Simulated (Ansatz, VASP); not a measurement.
# NaCl: VASP beside Ansatz

```
Na Cl
1.0
     0.00000    2.81000    2.81000
     2.81000    0.00000    2.81000
     2.81000    2.81000    0.00000
Na Cl
1 1
Direct
  0.99852 0.99575 0.00174
  0.50096 0.50276 0.49887
```

Alike in both runs: task single point; functional PBE; k mesh 4 × 4 × 4; no spin polarisation.

|  | VASP | Ansatz |
| --- | --- | --- |
| version | VASP 6.6.1 | Ansatz 0.2.0 |
| potentials or method | VASP PAW PBE potentials, release 64 (Na_pv, Cl), cutoff 500 eV | plane waves, PAW |
| occupations | gaussian, width 0.01 eV | fixed |
| valence electrons in the cell | 14 | 16 |

|  | VASP | Ansatz | Ansatz less VASP |
| --- | --- | --- | --- |
| rms of the force components (eV/Å) | 0.024 | 0.024 | -0.0002 |

Atom by atom the forces differ by 0.000 eV/Å (rms over components). VASP's potentials hold 14 valence electrons a cell and Ansatz's 16, so a difference there can come from the potentials and not from the codes.

The k mesh is coarse, so the values compare programs but aren't converged.
